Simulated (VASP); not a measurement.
A run of VASP 6.6.1 is set up as follows.

The input POSCAR:

```
MgB
1.0
    2.8951500000      0.0000000000      0.0000000000
    0.0000000000      2.8951500000      0.0000000000
    0.0000000000      0.0000000000      2.8951500000
Mg B
1 1
Direct
    0.0000000000      0.0000000000      0.0000000000
    0.5000000000      0.5000000000      0.5000000000
```

File INCAR.step1:

```
ALGO     = Normal         # electronic algorithm
EDIFF    = 1E-5           # SCF threshold, eV
ENCUT    = 520            # plane-wave cutoff, eV
GGA      = PE             # functional
ISIF     = 2              # what is computed and relaxed
ISMEAR   = -1             # smearing method
LASPH    = True           # aspherical terms in the spheres
LCHARG   = False          # write CHGCAR
LREAL    = False          # projectors in reciprocal space
LWAVE    = True           # write WAVECAR
NBANDS   = 10             # bands
NELM     = 80             # most SCF steps
PREC     = Accurate       # precision mode
SIGMA    = 0.05           # smearing width, eV
```

INCAR.step2

```
AEXX     = 0.35           # exact-exchange fraction
ALGO     = Normal         # electronic algorithm
EDIFF    = 1E-6           # SCF threshold, eV
ENCUT    = 520            # plane-wave cutoff, eV
GGA      = PE             # functional
ISIF     = 2              # what is computed and relaxed
ISMEAR   = -1             # smearing method
ISTART   = 1            
LASPH    = True           # aspherical terms in the spheres
LCHARG   = False          # write CHGCAR
LHFCALC  = True           # exact exchange
LREAL    = False          # projectors in reciprocal space
LWAVE    = False          # write WAVECAR
NBANDS   = 10             # bands
NELM     = 80             # most SCF steps
PREC     = Accurate       # precision mode
PRECFOCK = Normal       
SIGMA    = 0.05           # smearing width, eV
```

Contents of KPOINTS:

```
k-points
0
Gamma
  5 5 5
```

Potentials or basis: VASP PAW PBE potentials, release 64 (Mg, B).

Command:

```console
$ cat potpaw_PBE.64/Mg/POTCAR potpaw_PBE.64/B/POTCAR > POTCAR
$ cp INCAR.step1 INCAR
$ mpirun -np 1 vasp_std > vasp.out
$ cp INCAR.step2 INCAR
$ mpirun -np 1 vasp_std > vasp.out
```

Problem. Estimate the pressure.

Solution. -1.8 GPa.

Caveat: the k points lie up to 0.43 Å⁻¹ apart; the PAW data sets were made with another functional, which shifts forces and pressure a little.
